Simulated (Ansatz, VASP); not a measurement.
# Ba in VASP and in Ansatz

The input INCAR:

```
SYSTEM = Ba
PREC     = Accurate       ! precision mode
ENCUT    = 520            ! plane-wave cutoff, eV
EDIFF    = 1E-7           ! SCF threshold, eV
ISMEAR   = 0              ! smearing method
SIGMA    = 0.15           ! smearing width, eV
LREAL    = .FALSE.        ! projectors in reciprocal space
LASPH    = .TRUE.         ! aspherical terms in the spheres
NELM     = 100            ! most SCF steps
ALGO     = Fast           ! electronic algorithm
ISIF     = 2              ! what is computed and relaxed
LWAVE    = .FALSE.        ! write WAVECAR
LCHARG   = .FALSE.        ! write CHGCAR
GGA      = PS             ! functional
NBANDS   = 11             ! bands
```

File KPOINTS:

```
regular mesh
0
G
  14 14 14
  0 0 0
```

POSCAR

```
Ba
1.0
   -2.5000000000      2.5000000000      2.6000000000
    2.5000000000     -2.5000000000      2.6000000000
    2.5000000000      2.5000000000     -2.6000000000
Ba
1
Direct
    0.0000000000      0.0000000000      0.0000000000
```

Input for Ansatz:

```yaml
crystal:
  lattice:
    - [-2.5, 2.5, 2.6]
    - [2.5, -2.5, 2.6]
    - [2.5, 2.5, -2.6]
  atoms:
    - { symbol: Ba, position: [0.0, 0.0, 0.0] }
basis:
  ecutwfc: 420
kpoints:
  mp_grid: { grid: [14, 14, 14] }
hamiltonian:
  xc: pbesol
scf:
  occupations: { method: gaussian, width: 0.15 }
output:
  forces: true
  stress: true
  eigenvalues: true
```

Change from the starting cell: strain +0.000 along x and y, +0.040 along z, atoms carried along.

Alike in both runs: task single point; functional PBEsol; k mesh 14 × 14 × 14; occupations gaussian, width 0.15 eV; no spin polarisation.

```csv
,VASP,Ansatz
version,VASP 6.6.1,Ansatz 0.2.0
potentials or method,"VASP PAW PBE potentials, release 64 (Ba_sv), cutoff 520 eV","scalar-relativistic, plane waves, PAW"
valence electrons in the cell,10,10
```

|  | VASP | Ansatz | Ansatz less VASP |
| --- | --- | --- | --- |
| gap on the k mesh at the Fermi level (eV) | none | none | - |
| pressure (GPa) | -0.8 | -0.9 | -0.05 |
| traceless stress, the component that is largest in VASP (GPa) | -0.09 | -0.09 | +0.001 |

VASP's potentials were made for PBE, not for PBEsol. A gap of «none» marks a metal or a gap that the smearing closes.

Neither program's run includes spin-orbit coupling.
